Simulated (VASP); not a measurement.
**SnSe2: single point with r2SCAN**

Crystal: SnSe2.

```
CELL_PARAMETERS angstrom
3.60522 0.00000 0.00000
-1.80261 3.12221 0.00000
0.00000 0.00000 6.22706
ATOMIC_POSITIONS crystal
Sn 0.00000 0.00000 0.00000
Se 0.33333 0.66667 0.26320
Se 0.66667 0.33333 0.73680
```

This cell differs from its parent crystal: biaxial xy strain -5.8%.

| Item | Value |
| --- | --- |
| Program | VASP 6.6.1 |
| Task | single point |
| Functional | r2SCAN |
| Potentials or basis | VASP PAW PBE potentials, release 64 (Sn_d, Se) |
| Cutoff | 520 eV |
| k mesh | 12 × 12 × 4 |
| Occupations | gaussian, width 0.01 eV |
| Spin | no spin polarisation |
| Dipole correction | no |
| Further INCAR settings | ALGO = Normal; EDIFF = 1e-06; NBANDS = 20 |

| Property | Result |
| --- | --- |
| Pressure | 9.1 GPa |
| Largest force | 0.016 eV/Å |
| Band gap on the k mesh | 0.57 eV (least direct gap 1.45 eV) |

Forces on the atoms (eV/Å):
```
Sn   0.000  0.000  0.000
Se   0.000  0.000 -0.016
Se   0.000  0.000  0.016
```

Stress tensor (GPa, compression positive):
```
12.07  0.00  0.00
 0.00 12.07  0.00
 0.00  0.00  3.08
```

Levels at points of the mesh, in eV from the valence-band top:
```tsv
k point	band 10	band 11	band 12	band 13	band 14	band 15	band 16	band 17
(0.00, 0.00, 0.00)	-0.50	-0.50	-0.25	-0.25	1.85	4.04	5.38	5.38
(0.50, 0.00, 0.00)	-3.96	-2.76	-2.14	-0.49	1.38	4.07	5.18	5.50
(0.00, 0.00, 0.50)	-0.64	-0.64	-0.05	-0.05	3.63	4.01	5.09	5.09
(0.50, 0.00, 0.50)	-2.79	-2.53	-1.45	-0.97	0.57	3.71	4.88	5.58
```

Run time: 11 min on 1 thread of Intel Xeon 8259CL, on a shared host, peak memory 0.26 GiB.

Caveat: the cell differs from its parent crystal (biaxial xy strain -5.8%); the cell stands under pressure; the PAW data sets were made with another functional, which shifts forces and pressure a little; spin-orbit coupling is left out, which moves the levels of the heavy elements. A k mesh can miss the band edges.
